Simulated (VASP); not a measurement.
Here is a VASP 6.6.1 calculation.

Contents of INCAR:

```
ALGO     = Fast           # electronic algorithm
EDIFF    = 1E-6           # SCF threshold, eV
ENCUT    = 520            # plane-wave cutoff, eV
GGA      = PS             # functional
ISIF     = 2              # what is computed and relaxed
ISMEAR   = 0              # smearing method
LASPH    = T              # aspherical terms in the spheres
LCHARG   = F              # write CHGCAR
LREAL    = F              # projectors in reciprocal space
LWAVE    = F              # write WAVECAR
NBANDS   = 33             # bands
NELM     = 60             # most SCF steps
PREC     = Accurate       # precision mode
SIGMA    = 0.1            # smearing width, eV
```

The input KPOINTS:

```
k-points
0
Gamma
  10 10 10
```

POSCAR

```
Hf2Si
1.0
   -3.2553259385      3.2553259385      2.5716076328
    3.2553259385     -3.2553259385      2.5716076328
    3.2553259385      3.2553259385     -2.5716076328
Hf Si
4 2
Direct
    0.8432528485      0.6567471515      0.5000000000
    0.3432528485      0.8432528485      0.1865056970
    0.1567471515      0.3432528485      0.5000000000
    0.6567471515      0.1567471515      0.8134943030
    0.7500000000      0.7500000000      0.0000000000
    0.2500000000      0.2500000000      0.0000000000
```

Potentials or basis: VASP PAW PBE potentials, release 64 (Hf_pv, Si).

Command:

```bash
$ cat potpaw_PBE.64/Hf_pv/POTCAR potpaw_PBE.64/Si/POTCAR > POTCAR
$ mpirun -np 1 vasp_std > vasp.out
```

**Question.** Predict the largest force.

**Answer.** 0.010 eV/Å.

**Question.** What does it give for the pressure?

**Answer.** -0.2 GPa.

**Question.** Predict the band gap on the k mesh.

**Answer.** Zero (band 24 reaches 6.65 eV, above the bottom of band 25 at 5.84 eV).

Forces in eV/Å, atoms in the order of the input:
```
Hf  -0.007  0.007  0.000
Hf   0.007  0.007  0.000
Hf   0.007 -0.007  0.000
Hf  -0.007 -0.007  0.000
Si   0.000  0.000  0.000
Si   0.000  0.000  0.000
```

Caveat: the PAW data sets were made with another functional, which shifts forces and pressure a little; spin-orbit coupling is left out, which moves the levels of the heavy elements.
